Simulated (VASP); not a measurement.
Input of a VASP 6.6.1 run:

INCAR

```
SYSTEM = SnSe2
  PREC = Accurate
  ENCUT = 520
  EDIFF = 1E-6
  ISMEAR = 0
  SIGMA = 0.05
  LREAL = .FALSE.
  LASPH = .TRUE.
  NELM = 60
  ALGO = Normal
  ISIF = 2
  LWAVE = .FALSE.
  LCHARG = .FALSE.
  GGA = PS
  NBANDS = 20
```

Contents of KPOINTS:

```
regular mesh
0
G
  6 6 4
  0 0 0
```

Contents of POSCAR:

```
SnSe2
1.0
    3.8109987816      0.0000000000      0.0000000000
   -1.9054993908      3.3004217586      0.0000000000
    0.0000000000      0.0000000000      6.1370000000
Sn Se
1 2
Direct
    0.0000000000      0.0000000000      0.0000000000
    0.3772334420      0.6988037767      0.2255580903
    0.6666666667      0.3333333333      0.7500000000
```

Potentials or basis: VASP PAW PBE potentials, release 64 (Sn_d, Se).

The run is started by

```sh
$ cat potpaw_PBE.64/Sn_d/POTCAR potpaw_PBE.64/Se/POTCAR > POTCAR
$ mpirun -np 1 vasp_std > vasp.out
```

Problem. Predict the band gap on the k mesh.

Solution. 0.67 eV, indirect (least direct gap 0.91 eV).

Problem. Estimate the largest force.

Solution. 2.414 eV/Å.

Problem. Predict the pressure.

Solution. 6.2 GPa.

Stress tensor (GPa, compression positive):
```
 5.85  0.82 -2.26
 0.82  4.32 -1.93
-2.26 -1.93  8.46
```

Caveat: the cell differs from its parent crystal (atom 2 (Se) moved by (+0.150, -0.150) A along [1 1 0] and z); the PAW data sets were made with another functional, which shifts forces and pressure a little; spin-orbit coupling is left out, which moves the levels of the heavy elements. A k mesh can miss the band edges.
